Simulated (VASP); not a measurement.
# Co2Si (P4/mmm) in VASP: further runs

The runs below take Co2Si through single point, relaxation of cell and atoms, with PBE.

Everything below comes from runs of VASP 6.6.1. Logs are shortened: lines on timing, memory, paths and dates and some standing lists are left out, and cuts for length are marked.

### Step 1. The cell of the first run

It takes space group P4/mmm (No. 123, tetragonal). Conventional cell: a = 2.639 Å, b = 2.639 Å, c = 5.040 Å, α = 90.00°, β = 90.00°, γ = 90.00°. Within 3.0 Å of Co (site symmetry 4mm) lie 6 Co at 2.26 to 2.78 Å and 4 Si at 2.33 Å. Si (site symmetry 4/mmm) has 8 Co at 2.33 Å and 4 Si at 2.64 Å within 3.1 Å.

### Step 2. Single point, PBE, collinear spin, ferromagnetic start

Contents of INCAR:

```
PREC     = Accurate       # precision mode
ENCUT    = 520            # plane-wave cutoff, eV
EDIFF    = 1E-6           # SCF threshold, eV
ISMEAR   = 0              # smearing method
SIGMA    = 0.1            # smearing width, eV
LREAL    = False          # projectors in reciprocal space
LASPH    = True           # aspherical terms in the spheres
NELM     = 150            # most SCF steps
ALGO     = Fast           # electronic algorithm
ISIF     = 2              # what is computed and relaxed
LWAVE    = False          # write WAVECAR
LCHARG   = True           # write CHGCAR
ISPIN    = 2              # spin polarisation
MAGMOM   = -3 -3 0        # initial moments
LORBIT   = 11             # projections on sites
LMAXMIX  = 4              # l up to which the mixer works
GGA      = PE             # functional
LELF     = True           # ELF
LVHAR    = True         
NBANDS   = 22             # bands
```

Contents of KPOINTS:

```
regular mesh
0
Gamma
  6 6 4
```

Contents of POSCAR:

```
Co2Si
1.0
    2.6394191644      0.0000000000      0.0000000000
    0.0000000000      2.6394191644      0.0000000000
    0.0000000000      0.0000000000      5.0395162494
Co Si
2 1
Direct
    0.0000000000      0.0000000000      0.7757232356
    0.0000000000      0.0000000000      0.2242767644
    0.5000000000      0.5000000000      0.5000000000
```

Potentials or basis: VASP PAW PBE potentials, release 64 (Co, Si).

Launch:

```console
> cat potpaw_PBE.64/Co/POTCAR potpaw_PBE.64/Si/POTCAR > POTCAR
> mpirun -np 1 vasp_std > vasp.out
```

OUTCAR:

```text
PREC = Accurate
   ENCUT = 520
   EDIFF = 1E-6
   ISMEAR = 0
   LREAL = False
   LASPH = True
   NELM = 150
   ISIF = 2
   ISPIN = 2
   LORBIT = 11
   GGA = PE

 ion  position               nearest neighbor table
   1  0.000  0.000  0.776-   2 2.26   3 2.33   3 2.33   3 2.33   3 2.33   2 2.78
   2  0.000  0.000  0.224-   1 2.26   3 2.33   3 2.33   3 2.33   3 2.33   1 2.78
   3  0.500  0.500  0.500-   1 2.33   2 2.33   1 2.33   2 2.33   1 2.33   2 2.33   1 2.33   2 2.33

  LATTYP: Found a simple tetragonal cell.
 ALAT       =     2.6394191644
 C/A-ratio  =     1.9093277481

  Lattice vectors:

 A1 = (   2.6394191644,   0.0000000000,   0.0000000000)
 A2 = (   0.0000000000,   2.6394191644,   0.0000000000)
 A3 = (   0.0000000000,   0.0000000000,   5.0395162494)

Analysis of symmetry for initial positions (statically):
=====================================================================
 Subroutine PRICEL returns:
 Original cell was already a primitive cell.

 Routine SETGRP: Setting up the symmetry group for a
 simple tetragonal supercell.

 Subroutine GETGRP returns: Found 16 space group operations
 (whereof 16 operations were pure point group operations)
 out of a pool of 16 trial point group operations.

The static configuration has the point symmetry D_4h.

Analysis of symmetry for dynamics (positions and initial velocities):
=====================================================================
 Subroutine PRICEL returns:
 Original cell was already a primitive cell.

 Routine SETGRP: Setting up the symmetry group for a
 simple tetragonal supercell.

 Subroutine GETGRP returns: Found 16 space group operations
 (whereof 16 operations were pure point group operations)
 out of a pool of 16 trial point group operations.

The dynamic configuration has the point symmetry D_4h.

Analysis of structural, dynamic, and magnetic symmetry:
=====================================================================
 Subroutine PRICEL returns:
 Original cell was already a primitive cell.

 Routine SETGRP: Setting up the symmetry group for a
 simple tetragonal supercell.

 Subroutine GETGRP returns: Found 16 space group operations
 (whereof 16 operations were pure point group operations)
 out of a pool of 16 trial point group operations.

The overall configuration has the point symmetry D_4h.

 Subroutine INISYM returns: Found 16 space group operations
 (whereof 16 operations are pure point group operations),
 and found     1 'primitive' translations

----------------------------------------------------------------------------------------

                                     Primitive cell

  volume of cell :      35.1080

  direct lattice vectors                    reciprocal lattice vectors
     2.639419164  0.000000000  0.000000000     0.378871236  0.000000000  0.000000000
     0.000000000  2.639419164  0.000000000     0.000000000  0.378871236  0.000000000
     0.000000000  0.000000000  5.039516249     0.000000000  0.000000000  0.198431744

  length of vectors
     2.639419164  2.639419164  5.039516249     0.378871236  0.378871236  0.198431744

  position of ions in fractional coordinates (direct lattice)
     0.000000000  0.000000000  0.775723236
     0.000000000  0.000000000  0.224276764
     0.500000000  0.500000000  0.500000000

  ion indices of the primitive-cell ions
   primitive index   ion index
                 1           1
                 2           2
                 3           3

----------------------------------------------------------------------------------------

 KPOINTS: regular mesh

Automatic generation of k-mesh.
 Grid dimensions read from file:
 generate k-points for:    6    6    4

 Generating k-lattice:

  Cartesian coordinates                     Fractional coordinates (reciprocal lattice)
     0.063145206  0.000000000  0.000000000     0.166666667  0.000000000  0.000000000
     0.000000000  0.063145206  0.000000000     0.000000000  0.166666667  0.000000000
     0.000000000  0.000000000  0.049607936     0.000000000  0.000000000  0.250000000

  Length of vectors
     0.063145206  0.063145206  0.049607936

  Shift w.r.t. Gamma in fractional coordinates (k-lattice)
     0.000000000  0.000000000  0.000000000

 Subroutine IBZKPT returns following result:
 ===========================================

 Found     30 irreducible k-points:

 Following reciprocal coordinates:
            Coordinates               Weight
  0.000000  0.000000  0.000000      1.000000
  0.166667  0.000000  0.000000      4.000000
  0.333333  0.000000  0.000000      4.000000
  0.500000  0.000000  0.000000      2.000000
  0.166667  0.166667  0.000000      4.000000
  0.333333  0.166667  0.000000      8.000000
[... 16 lines left out ...]
  0.333333  0.000000  0.500000      4.000000
  0.500000  0.000000  0.500000      2.000000
 [... further k-points ...]
   k-points           NKPTS =     30   k-points in BZ     NKDIM =     30   number of bands    NBANDS=     22
   number of dos      NEDOS =    301   number of ions     NIONS =      3
   total plane-waves  NPLWV =  16000
   dimension x,y,z NGX =    20 NGY =   20 NGZ =   40
   dimension x,y,z NGXF=    40 NGYF=   40 NGZF=   80
   ions per type =               2   1
   NGX,Y,Z   is equivalent  to a cutoff of  12.60, 12.60, 13.20 a.u.
   NGXF,Y,Z  is equivalent  to a cutoff of  25.19, 25.19, 26.39 a.u.
 SYSTEM =  unknown system
   PREC   = accura    normal or accurate (medium, high low for compatibility)
   ISTART =      0    job   : 0-new  1-cont  2-samecut
   ICHARG =      2    charge: 1-file 2-atom 10-const
   ISPIN  =      2    spin polarized calculation?
   LNONCOLLINEAR =      F non collinear calculations
   LSORBIT =      F    spin-orbit coupling
   LASPH  =      T    aspherical Exc in radial PAW
   ENCUT  =  520.0 eV  38.22 Ry    6.18 a.u.   4.91  4.91  9.37*2*pi/ulx,y,z
   NELM   =    150;   NELMIN=  2; NELMDL= -5     # of ELM steps
   EDIFF  = 0.1E-05   stopping-criterion for ELM
   LREAL  =      F    real-space projection
   EDIFFG = 0.1E-04   stopping-criterion for IOM
   NSW    =      0    number of steps for IOM
   IBRION =     -1    ionic relax: 0-MD 1-quasi-New 2-CG
   NFREE  =      0    steps in history (QN), initial steepest desc. (CG)
   ISIF   =      2    stress and relaxation
   ISYM   =      2    0-nonsym 1-usesym 2-fastsym
   POTIM  = 0.5000    time-step for ionic-motion
   TEBEG  =    0.0;   TEEND  =   0.0 temperature during run
   PSTRESS=    0.0 pullay stress
   NELECT =      22.0000    total number of electrons
   NUPDOWN=      -1.0000    fix difference up-down
   EMIN   =  10.00;   EMAX   =-10.00  energy-range for DOS
   EFERMI =   0.00;   METHOD = LEGACY
   ISMEAR =     0;   SIGMA  =   0.10  broadening in eV -4-tet -1-fermi 0-gaus
   EFERMI_NEDOS =   21; number of points for ismear=-14 and -15
   IALGO  =     68    algorithm
   IMIX   =      4    mixing-type and parameters
     AMIX     =   0.40;   BMIX     =  1.00
     AMIX_MAG =   1.60;   BMIX_MAG =  1.00
  volume/ion in A,a.u.               =      11.70        78.97
  Fermi-wavevector in a.u.,A,eV,Ry     =   1.400922  2.647358 26.702544  1.962582
  Thomas-Fermi vector in A             =   2.523834
   LORBIT       =     11    0 simple, 1 ext, 2 COOP (PROOUT), +10 PAW based schemes
   GGA     = PE    functional components
   LHFCALC =     F    Hartree Fock is set to
   AEXX    =    0.0000 exact exchange contribution
   IVDW    =     0    specifies the selected vdW correction
   LEPSILON=     F    determine dielectric tensor
   LRPA    =     F    only Hartree local field effects (RPA)
 spin polarized calculation
 RMM-DIIS sequential band-by-band and
 Gauss-broadening in eV      SIGMA  =   0.10
  energy-cutoff  :      520.00
  volume of cell :       35.11
 maximum number of plane-waves:       958
 NGX is ok and might be reduce to    20
   NGX =  9   NGY =  9   NGZ = 19

 number of electron      21.9999983 magnetization      -0.6268514

 Free energy of the ion-electron system (eV)
  ---------------------------------------------------
  ext. energy  EPLUGINS =         0.00000000
  ---------------------------------------------------
  free energy    TOTEN  =       -19.64515690 eV

  energy without entropy =      -19.62126153  energy(sigma->0) =      -19.63320921

 E-fermi :   9.9318     XC(G=0): -12.5037

 val. band max:        9.9208466115   @ k =   0.5000   0.1667   0.0000
 cond. band min:       9.9335221222   @ k =   0.0000   0.0000   0.0000
 fundamental gap:      0.0126755108
 Fermi energy:         9.9318248777

 spin component 1

 k-point     1 :       0.0000    0.0000    0.0000
  band No.  band energies     occupation
      1      -2.7615      1.00000
      2       4.0832      1.00000
      3       6.2704      1.00000
      4       7.2279      1.00000
      5       7.5333      1.00000
      6       8.0120      1.00000
[... 14 lines left out ...]
     21      27.8053      0.00000
     22      28.9965      0.00000

 k-point     2 :       0.1667    0.0000    0.0000
  band No.  band energies     occupation
      1      -2.2075      1.00000
      2       4.6334      1.00000
      3       6.4416      1.00000
      4       6.7880      1.00000
      5       7.4889      1.00000
      6       8.1571      1.00000
[... 14 lines left out ...]
     21      25.3905      0.00000
     22      28.5732      0.00000
[... 523 lines left out ...]
     21      26.0226      0.00000
     22      26.3000      0.00000

 k-point    24 :       0.5000    0.0000    0.5000
  band No.  band energies     occupation
      1       1.2999      1.00000
      2       2.8662      1.00000
      3       6.9799      1.00000
      4       7.1134      1.00000
      5       7.4871      1.00000
      6       8.2911      1.00000
[... 14 lines left out ...]
     21      23.9553      0.00000
     22      27.7473      0.00000

 [... further k-points ...]

 spin component 2

 k-point     1 :       0.0000    0.0000    0.0000
  band No.  band energies     occupation
      1      -2.7378      1.00000
      2       4.0419      1.00000
      3       6.1586      1.00000
      4       6.9474      1.00000
      5       7.3846      1.00000
      6       7.6890      1.00000
[... 14 lines left out ...]
     21      27.7649      0.00000
     22      28.9482      0.00000

 k-point     2 :       0.1667    0.0000    0.0000
  band No.  band energies     occupation
      1      -2.1842      1.00000
      2       4.5895      1.00000
      3       6.3072      1.00000
      4       6.5843      1.00000
      5       7.2466      1.00000
      6       7.8396      1.00000
[... 14 lines left out ...]
     21      25.3760      0.00000
     22      28.5897      0.00000
[... 523 lines left out ...]
     21      25.9247      0.00000
     22      26.2724      0.00000

 k-point    24 :       0.5000    0.0000    0.5000
  band No.  band energies     occupation
      1       1.3106      1.00000
      2       2.8607      1.00000
      3       6.7851      1.00000
      4       6.9554      1.00000
      5       7.4002      1.00000
      6       7.9999      1.00000
[... 14 lines left out ...]
     21      23.9726      0.00000
     22      27.7133      0.00000

 [... further k-points ...]
[... 5 lines left out ...]
  --------------------------------------------------------------------------------------
  -------------------------------------------------------------------------------------
  Total       -0.0226582     -0.0226582     -0.0506016      0.0000000      0.0000000      0.0000000
  in kB       -1.0340233     -1.0340233     -2.3092425      0.0000000      0.0000000      0.0000000
  external PRESSURE =      -1.4590963 kB  Pullay stress =       0.0000000 kB

 VOLUME and BASIS-vectors are now :
 -----------------------------------------------------------------------------
  energy-cutoff  :      520.00
  volume of cell :       35.11
      direct lattice vectors                 reciprocal lattice vectors
     2.639419164  0.000000000  0.000000000     0.378871236  0.000000000  0.000000000
     0.000000000  2.639419164  0.000000000     0.000000000  0.378871236  0.000000000
     0.000000000  0.000000000  5.039516249     0.000000000  0.000000000  0.198431744

 POSITION                                       TOTAL-FORCE (eV/Angst)
 -----------------------------------------------------------------------------------
      0.00000      0.00000      3.90927         0.000000      0.000000      0.056470
      0.00000      0.00000      1.13025        -0.000000      0.000000     -0.056470
      1.31971      1.31971      2.51976         0.000000     -0.000000     -0.000000
 -----------------------------------------------------------------------------------
    total drift:                               -0.000000      0.000000     -0.000000

  FREE ENERGIE OF THE ION-ELECTRON SYSTEM (eV)
  ---------------------------------------------------
  free  energy   TOTEN  =       -19.6451568993 eV

  energy  without entropy=      -19.6212615289  energy(sigma->0) =      -19.63320921

 total charge

# of ion       s       p       d       tot
------------------------------------------
    1        0.459   0.494   7.477   8.430
    2        0.459   0.494   7.477   8.430
    3        0.719   0.939   0.000   1.658
--------------------------------------------------
tot          1.637   1.926  14.954  18.517

 magnetization (x)

# of ion       s       p       d       tot
------------------------------------------
    1       -0.001   0.000  -0.331  -0.332
    2       -0.001   0.000  -0.331  -0.332
    3        0.005   0.016   0.000   0.021
--------------------------------------------------
tot          0.003   0.016  -0.662  -0.643
```

Wall time 29 s (1 thread of AMD EPYC 9R14 (Zen 4), shared host); peak memory 0.14 GiB.

What came out:

```
Free energy                                           : -19.6452 eV
Pressure                                              : -0.1 GPa
Largest force                                         : 0.056 eV/Å
Net moment                                            : -0.63 μB per cell
Site moments                                          : Co -0.33; Si +0.02 μB
Valence electrons inside the program's atomic spheres : Co 8.43; Si 1.66
```

Forces in eV/Å, atoms in the order of the input:
```
Co   0.000  0.000  0.056
Co   0.000  0.000 -0.056
Si   0.000  0.000  0.000
```

Levels at points of the mesh, in eV from the Fermi level:
Spin up:
```csv
k point,band 6,band 7,band 8,band 9,band 10,band 11,band 12,band 13,band 14,band 15
"(0.00, 0.00, 0.00)",-1.92,-1.45,-1.45,0.00,0.04,0.04,0.18,1.11,7.11,7.11
"(0.50, 0.00, 0.00)",-2.27,-1.08,-1.08,-0.69,-0.22,0.19,0.80,1.05,3.23,4.71
"(0.50, 0.50, 0.00)",-0.97,-0.97,-0.20,-0.20,0.70,0.79,0.87,2.45,2.90,5.79
"(0.00, 0.00, 0.50)",-2.14,-0.79,-0.79,-0.78,-0.78,0.07,0.10,2.61,7.27,7.72
"(0.50, 0.00, 0.50)",-1.64,-1.60,-0.90,-0.87,-0.60,-0.38,0.62,1.09,2.57,8.08
"(0.50, 0.50, 0.50)",-2.04,-1.80,-1.30,0.72,0.77,2.15,2.15,2.68,3.12,3.12
```
Spin down:
```tsv
k point	band 9	band 10	band 11	band 12	band 13	band 14
(0.00, 0.00, 0.00)	-0.31	-0.31	-0.31	-0.14	0.83	7.10
(0.50, 0.00, 0.00)	-0.97	-0.44	-0.17	0.45	0.83	3.07
(0.50, 0.50, 0.00)	-0.36	0.31	0.40	0.53	2.32	2.79
(0.00, 0.00, 0.50)	-1.09	-1.09	-0.24	-0.21	2.56	7.14
(0.50, 0.00, 0.50)	-1.16	-0.95	-0.71	0.32	0.74	2.32
(0.50, 0.50, 0.50)	0.32	0.38	1.89	1.89	2.51	3.10
```

Caveat: the k points lie up to 0.40 Å⁻¹ apart.

(Continued in part 2 of 2.)
